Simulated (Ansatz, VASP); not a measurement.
## As in VASP and in Ansatz

```xyz
2
Lattice="0.0000 2.8744 2.8744 2.8744 0.0000 2.8744 2.8744 2.8744 0.0000" Properties=species:S:1:pos:R:3 pbc="T T T"
As   -0.7186   -0.7186   -0.7186
As    0.7186    0.7186    0.7186
```

Change from the starting cell: shortest bond scaled by 1, PAW files.

Alike in both runs: task electric field gradients; functional LDA; k mesh 9 × 9 × 9; occupations fermi-dirac, width 0.05 eV; no spin polarisation.

```csv
,VASP,Ansatz
version,VASP 6.6.1,Ansatz 0.2.0
potentials or method,"VASP PAW LDA potentials, release 64 (As)","PAW with Ansatz's default frozen-core files, scalar-relativistic"
plane-wave cutoff (eV),520,420
valence electrons in the cell,10,30
```

Ansatz gave:

| Quantity | Value |
| --- | --- |
| pressure (GPa) | 7.2 |

Q: What did VASP give for the same quantities?

A: Pressure (GPa): 7.6.

LDA's correlation is that of Perdew and Zunger in VASP and of Perdew and Wang (1992) in Ansatz. VASP's potentials hold 10 valence electrons a cell and Ansatz's 30, so a difference there can come from the potentials and not from the codes.
